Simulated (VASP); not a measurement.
# Sr2TiPd3 (P6/mmm) in VASP: single point with PBE

Aim: the single point of Sr2TiPd3 with PBE.

Program: VASP 6.6.1. These are calculated values, not measurements. Logs are shortened: lines on timing, memory, paths and dates and some standing lists are left out, and cuts for length are marked.

### Step 1. The cell of the first run

Symmetry: P6/mmm, No. 191, hexagonal system. The conventional cell has a = 5.947 Å, b = 5.947 Å, c = 4.752 Å, α = 90.00°, β = 90.00°, γ = 120.00°. Sr (site symmetry -6m2) has 6 Pd at 2.93 Å and 3 Ti at 3.43 Å and 3 Sr at 3.43 Å within 3.9 Å. Within 4.5 Å of Ti (site symmetry 6/mmm) lie 6 Sr at 3.43 Å and 12 Pd at 3.81 Å. Pd (site symmetry mmm) has 4 Sr at 2.93 Å and 4 Pd at 2.97 Å and 4 Ti at 3.81 Å within 3.9 Å.

The cell was generated, and may not be a known phase.

### Step 2. Single point, PBE, collinear spin

File INCAR:

```
SYSTEM = Sr2TiPd3
  PREC = Accurate
  ENCUT = 520
  EDIFF = 1E-6
  ISMEAR = 0
  SIGMA = 0.1
  LREAL = .FALSE.
  LASPH = .TRUE.
  NELM = 150
  ALGO = Normal
  ISIF = 2
  LWAVE = .FALSE.
  LCHARG = .FALSE.
  ISPIN = 2
  MAGMOM = 0 0 1 1 1 1
  LORBIT = 11
  LMAXMIX = 4
  GGA = PE
  NBANDS = 44
```

File KPOINTS:

```
Automatic mesh
0
G
  3 3 4
  0 0 0
```

File POSCAR:

```
Sr2TiPd3
1.0
    5.9467451915      0.0000000000      0.0000000000
   -2.9733725957      5.1500324057      0.0000000000
    0.0000000000      0.0000000000      4.7523401807
Sr Ti Pd
2 1 3
Direct
    0.3333333333      0.6666666667      0.5000000000
    0.6666666667      0.3333333333      0.5000000000
    0.0000000000      0.0000000000      0.5000000000
    0.5000000000      0.0000000000      0.0000000000
    0.0000000000      0.5000000000      0.0000000000
    0.5000000000      0.5000000000      0.0000000000
```

Potentials or basis: VASP PAW PBE potentials, release 64 (Sr_sv, Ti_sv, Pd).

Launch:

```sh
$ cat potpaw_PBE.64/Sr_sv/POTCAR potpaw_PBE.64/Ti_sv/POTCAR potpaw_PBE.64/Pd/POTCAR > POTCAR
$ mpirun -np 1 vasp_std > vasp.out
```

OUTCAR:

```text
SYSTEM = Sr2TiPd3
   PREC = Accurate
   ENCUT = 520
   EDIFF = 1E-6
   ISMEAR = 0
   LREAL = .FALSE.
   LASPH = .TRUE.
   NELM = 150
   ISIF = 2
   ISPIN = 2
   LORBIT = 11
   GGA = PE

 ion  position               nearest neighbor table
   1  0.333  0.667  0.500-   4 2.93   4 2.93   5 2.93   5 2.93   6 2.93   6 2.93   3 3.43   2 3.43
                             2 3.43   3 3.43   3 3.43   2 3.43
   2  0.667  0.333  0.500-   4 2.93   4 2.93   5 2.93   5 2.93   6 2.93   6 2.93   3 3.43   1 3.43
                             1 3.43   3 3.43   3 3.43   1 3.43
   3  0.000  0.000  0.500-   1 3.43   2 3.43   1 3.43   2 3.43   2 3.43   1 3.43
   4  0.500  0.000  0.000-   1 2.93   2 2.93   1 2.93   2 2.93   6 2.97   6 2.97   5 2.97   5 2.97

   5  0.000  0.500  0.000-   1 2.93   2 2.93   1 2.93   2 2.93   6 2.97   6 2.97   4 2.97   4 2.97

   6  0.500  0.500  0.000-   1 2.93   2 2.93   1 2.93   2 2.93   4 2.97   4 2.97   5 2.97   5 2.97

  LATTYP: Found a hexagonal cell.
 ALAT       =     5.9467451915
 C/A-ratio  =     0.7991497916

  Lattice vectors:

 A1 = (   5.9467451915,   0.0000000000,   0.0000000000)
 A2 = (  -2.9733725957,   5.1500324057,   0.0000000000)
 A3 = (   0.0000000000,   0.0000000000,   4.7523401807)

Analysis of symmetry for initial positions (statically):
=====================================================================
 Subroutine PRICEL returns:
 Original cell was already a primitive cell.

 Routine SETGRP: Setting up the symmetry group for a
 hexagonal supercell.

 Subroutine GETGRP returns: Found 24 space group operations
 (whereof 24 operations were pure point group operations)
 out of a pool of 24 trial point group operations.

The static configuration has the point symmetry D_6h.

Analysis of symmetry for dynamics (positions and initial velocities):
=====================================================================
 Subroutine PRICEL returns:
 Original cell was already a primitive cell.

 Routine SETGRP: Setting up the symmetry group for a
 hexagonal supercell.

 Subroutine GETGRP returns: Found 24 space group operations
 (whereof 24 operations were pure point group operations)
 out of a pool of 24 trial point group operations.

The dynamic configuration has the point symmetry D_6h.

Analysis of structural, dynamic, and magnetic symmetry:
=====================================================================
 Subroutine PRICEL returns:
 Original cell was already a primitive cell.

 Routine SETGRP: Setting up the symmetry group for a
 hexagonal supercell.

 Subroutine GETGRP returns: Found 24 space group operations
 (whereof 24 operations were pure point group operations)
 out of a pool of 24 trial point group operations.

The overall configuration has the point symmetry D_6h.

 Subroutine INISYM returns: Found 24 space group operations
 (whereof 24 operations are pure point group operations),
 and found     1 'primitive' translations

----------------------------------------------------------------------------------------

                                     Primitive cell

  volume of cell :     145.5448

  direct lattice vectors                    reciprocal lattice vectors
     5.946745191  0.000000000  0.000000000     0.168159214  0.097086768  0.000000000
    -2.973372596  5.150032406  0.000000000     0.000000000  0.194173535  0.000000000
     0.000000000  0.000000000  4.752340181     0.000000000  0.000000000  0.210422647

  length of vectors
     5.946745191  5.946745191  4.752340181     0.194173535  0.194173535  0.210422647

  position of ions in fractional coordinates (direct lattice)
     0.333333333  0.666666667  0.500000000
     0.666666667  0.333333333  0.500000000
     0.000000000  0.000000000  0.500000000
     0.500000000  0.000000000  0.000000000
     1.000000000  0.500000000  0.000000000
     0.500000000  0.500000000  0.000000000

  ion indices of the primitive-cell ions
   primitive index   ion index
                 1           1
                 2           2
                 3           3
                 4           4
                 5           5
                 6           6

----------------------------------------------------------------------------------------

 KPOINTS: Automatic mesh

Automatic generation of k-mesh.
 Grid dimensions read from file:
 generate k-points for:    3    3    4

 Generating k-lattice:

  Cartesian coordinates                     Fractional coordinates (reciprocal lattice)
     0.056053071  0.032362256  0.000000000     0.333333333  0.000000000  0.000000000
     0.000000000  0.064724512  0.000000000     0.000000000  0.333333333  0.000000000
     0.000000000  0.000000000  0.052605662     0.000000000  0.000000000  0.250000000

  Length of vectors
     0.064724512  0.064724512  0.052605662

  Shift w.r.t. Gamma in fractional coordinates (k-lattice)
     0.000000000  0.000000000  0.000000000

 Subroutine IBZKPT returns following result:
 ===========================================

 Found      9 irreducible k-points:

 Following reciprocal coordinates:
            Coordinates               Weight
  0.000000  0.000000  0.000000      1.000000
  0.333333 -0.000000  0.000000      6.000000
  0.333333  0.333333  0.000000      2.000000
  0.000000  0.000000  0.250000      2.000000
  0.333333 -0.000000  0.250000     12.000000
  0.333333  0.333333  0.250000      4.000000
  0.000000  0.000000  0.500000      1.000000
  0.333333 -0.000000  0.500000      6.000000
  0.333333  0.333333  0.500000      2.000000
   k-points           NKPTS =      9   k-points in BZ     NKDIM =      9   number of bands    NBANDS=     44
   number of dos      NEDOS =    301   number of ions     NIONS =      6
   total plane-waves  NPLWV =  82944
   dimension x,y,z NGX =    48 NGY =   48 NGZ =   36
   dimension x,y,z NGXF=    96 NGYF=   96 NGZF=   72
   ions per type =               2   1   3
   NGX,Y,Z   is equivalent  to a cutoff of  13.42, 13.42, 12.59 a.u.
   NGXF,Y,Z  is equivalent  to a cutoff of  26.84, 26.84, 25.19 a.u.
 SYSTEM =  Sr2TiPd3
   PREC   = accura    normal or accurate (medium, high low for compatibility)
   ISTART =      0    job   : 0-new  1-cont  2-samecut
   ICHARG =      2    charge: 1-file 2-atom 10-const
   ISPIN  =      2    spin polarized calculation?
   LNONCOLLINEAR =      F non collinear calculations
   LSORBIT =      F    spin-orbit coupling
   LASPH  =      T    aspherical Exc in radial PAW
   ENCUT  =  520.0 eV  38.22 Ry    6.18 a.u.  11.06 11.06  8.84*2*pi/ulx,y,z
   NELM   =    150;   NELMIN=  2; NELMDL= -5     # of ELM steps
   EDIFF  = 0.1E-05   stopping-criterion for ELM
   LREAL  =      F    real-space projection
   EDIFFG = 0.1E-04   stopping-criterion for IOM
   NSW    =      0    number of steps for IOM
   IBRION =     -1    ionic relax: 0-MD 1-quasi-New 2-CG
   NFREE  =      0    steps in history (QN), initial steepest desc. (CG)
   ISIF   =      2    stress and relaxation
   ISYM   =      2    0-nonsym 1-usesym 2-fastsym
   POTIM  = 0.5000    time-step for ionic-motion
   TEBEG  =    0.0;   TEEND  =   0.0 temperature during run
   PSTRESS=    0.0 pullay stress
   NELECT =      62.0000    total number of electrons
   NUPDOWN=      -1.0000    fix difference up-down
   EMIN   =  10.00;   EMAX   =-10.00  energy-range for DOS
   EFERMI =   0.00;   METHOD = LEGACY
   ISMEAR =     0;   SIGMA  =   0.10  broadening in eV -4-tet -1-fermi 0-gaus
   EFERMI_NEDOS =   21; number of points for ismear=-14 and -15
   IALGO  =     38    algorithm
   IMIX   =      4    mixing-type and parameters
     AMIX     =   0.40;   BMIX     =  1.00
     AMIX_MAG =   1.60;   BMIX_MAG =  1.00
  volume/ion in A,a.u.               =      24.26       163.70
  Fermi-wavevector in a.u.,A,eV,Ry     =   1.231799  2.327762 20.644506  1.517328
  Thomas-Fermi vector in A             =   2.366594
   LORBIT       =     11    0 simple, 1 ext, 2 COOP (PROOUT), +10 PAW based schemes
   GGA     = PE    functional components
   LHFCALC =     F    Hartree Fock is set to
   AEXX    =    0.0000 exact exchange contribution
   IVDW    =     0    specifies the selected vdW correction
   LEPSILON=     F    determine dielectric tensor
   LRPA    =     F    only Hartree local field effects (RPA)
 spin polarized calculation
 Gauss-broadening in eV      SIGMA  =   0.10
  energy-cutoff  :      520.00
  volume of cell :      145.54
 maximum number of plane-waves:      3939
 NGX is ok and might be reduce to    48
   NGX = 23   NGY = 23   NGZ = 17

 number of electron      61.9999989 magnetization       0.1229987

 number of electron      61.9999990 magnetization      -0.0018302

 Free energy of the ion-electron system (eV)
  ---------------------------------------------------
  ext. energy  EPLUGINS =         0.00000000
  ---------------------------------------------------
  free energy    TOTEN  =       -24.84344646 eV

  energy without entropy =      -24.80763664  energy(sigma->0) =      -24.82554155

 E-fermi :   4.8377     XC(G=0): -10.1723

 val. band max:        4.8163955823   @ k =   0.0000   0.0000   0.0000
 cond. band min:       4.8625785903   @ k =   0.3333   0.3333   0.0000
 fundamental gap:      0.0461830081
 Fermi energy:         4.8377243245

 spin component 1

 k-point     1 :       0.0000    0.0000    0.0000
  band No.  band energies     occupation
      1     -52.9370      1.00000
      2     -29.8613      1.00000
      3     -29.7421      1.00000
      4     -29.3148      1.00000
      5     -29.1189      1.00000
      6     -29.1189      1.00000
[... 35 lines left out ...]
     42       8.0556      0.00000
     43      10.2734      0.00000

 k-point     2 :       0.3333   -0.0000    0.0000
  band No.  band energies     occupation
      1     -52.9370      1.00000
      2     -29.8385      1.00000
      3     -29.7677      1.00000
      4     -29.3148      1.00000
      5     -29.1190      1.00000
      6     -29.1163      1.00000
[... 311 lines left out ...]
     42       9.2892      0.00000
     43       9.3016      0.00000

 k-point     9 :       0.3333    0.3333    0.5000
  band No.  band energies     occupation
      1     -52.9370      1.00000
      2     -29.8020      1.00000
      3     -29.8020      1.00000
      4     -29.3156      1.00000
      5     -29.1168      1.00000
      6     -29.1168      1.00000
[... 35 lines left out ...]
     42       9.1790      0.00000
     43       9.2558      0.00000
 Fermi energy:         4.8377243245

 spin component 2

 k-point     1 :       0.0000    0.0000    0.0000
  band No.  band energies     occupation
      1     -52.9383      1.00000
      2     -29.8613      1.00000
      3     -29.7421      1.00000
      4     -29.3151      1.00000
      5     -29.1208      1.00000
      6     -29.1208      1.00000
[... 35 lines left out ...]
     42       8.0556      0.00000
     43      10.2733      0.00000

 k-point     2 :       0.3333   -0.0000    0.0000
  band No.  band energies     occupation
      1     -52.9383      1.00000
      2     -29.8385      1.00000
      3     -29.7677      1.00000
      4     -29.3151      1.00000
      5     -29.1208      1.00000
      6     -29.1181      1.00000
[... 311 lines left out ...]
     42       9.2892      0.00000
     43       9.3015      0.00000

 k-point     9 :       0.3333    0.3333    0.5000
  band No.  band energies     occupation
      1     -52.9383      1.00000
      2     -29.8020      1.00000
      3     -29.8020      1.00000
      4     -29.3159      1.00000
      5     -29.1186      1.00000
      6     -29.1186      1.00000
[... 35 lines left out ...]
     42       9.1792      0.00000
     43       9.2557      0.00000
 [bands above 43 left out]

------------------------ aborting loop because EDIFF is reached ----------------------------------------

  FORCE on cell =-STRESS in cart. coord.  units (eV):
  Direction    XX          YY          ZZ          XY          YZ          ZX
  --------------------------------------------------------------------------------------
  -------------------------------------------------------------------------------------
  Total       -0.1877144     -0.1877144      1.2092424     -0.0000000      0.0000000      0.0000000
  in kB       -2.0663857     -2.0663857     13.3115044     -0.0000000      0.0000000      0.0000000
  external PRESSURE =       3.0595777 kB  Pullay stress =       0.0000000 kB

 VOLUME and BASIS-vectors are now :
 -----------------------------------------------------------------------------
  energy-cutoff  :      520.00
  volume of cell :      145.54
      direct lattice vectors                 reciprocal lattice vectors
     5.946745191  0.000000000  0.000000000     0.168159214  0.097086768  0.000000000
    -2.973372596  5.150032406  0.000000000     0.000000000  0.194173535  0.000000000
     0.000000000  0.000000000  4.752340181     0.000000000  0.000000000  0.210422647

 POSITION                                       TOTAL-FORCE (eV/Angst)
 -----------------------------------------------------------------------------------
     -0.00000      3.43335      2.37617        -0.000000      0.000000      0.000000
      2.97337      1.71668      2.37617        -0.000000     -0.000000      0.000000
      0.00000      0.00000      2.37617        -0.000000      0.000000      0.000000
      2.97337      0.00000      0.00000        -0.000000      0.000000      0.000000
     -1.48669      2.57502      0.00000         0.000000      0.000000      0.000000
      1.48669      2.57502      0.00000         0.000000      0.000000      0.000000
 -----------------------------------------------------------------------------------
    total drift:                               -0.000000      0.000000      0.000000

  FREE ENERGIE OF THE ION-ELECTRON SYSTEM (eV)
  ---------------------------------------------------
  free  energy   TOTEN  =       -24.8434464618 eV

  energy  without entropy=      -24.8076366425  energy(sigma->0) =      -24.82554155

 total charge

# of ion       s       p       d       tot
------------------------------------------
    1        2.069   5.749   0.348   8.165
    2        2.069   5.749   0.348   8.165
    3        2.177   5.981   1.834   9.992
    4        0.487   0.232   8.595   9.314
    5        0.487   0.232   8.595   9.314
    6        0.487   0.232   8.595   9.314
--------------------------------------------------
tot          7.776  18.174  28.315  54.265

 magnetization (x)

# of ion       s       p       d       tot
------------------------------------------
    1        0.000  -0.000  -0.000  -0.000
    2        0.000  -0.000  -0.000  -0.000
    3       -0.000  -0.000  -0.001  -0.001
    4        0.000  -0.000  -0.000   0.000
    5        0.000  -0.000  -0.000   0.000
    6        0.000  -0.000  -0.000   0.000
--------------------------------------------------
tot          0.000  -0.000  -0.001  -0.001
```

Wall time 3.2 min (1 thread of Intel Xeon Platinum 8488C (Sapphire Rapids), shared host); peak memory 0.4 GiB.

Results:

| Item | Value |
| --- | --- |
| Free energy | -24.8434 eV |
| Pressure | 0.3 GPa |
| Band gap on the k mesh | zero (filled and empty bands overlap) |
| Net moment | 0.00 μB per cell |
| Valence electrons inside the program's atomic spheres | Sr 8.16; Ti 9.99; Pd 9.31 |

Stress tensor (GPa, compression positive):
```
-0.21  0.00  0.00
 0.00 -0.21  0.00
 0.00  0.00  1.33
```

Caveat: the k points lie up to 0.41 Å⁻¹ apart, too coarse for converged energies and pressures of a metal.

The gap in the log of VASP goes by the Fermi energy; the results here count the filled bands.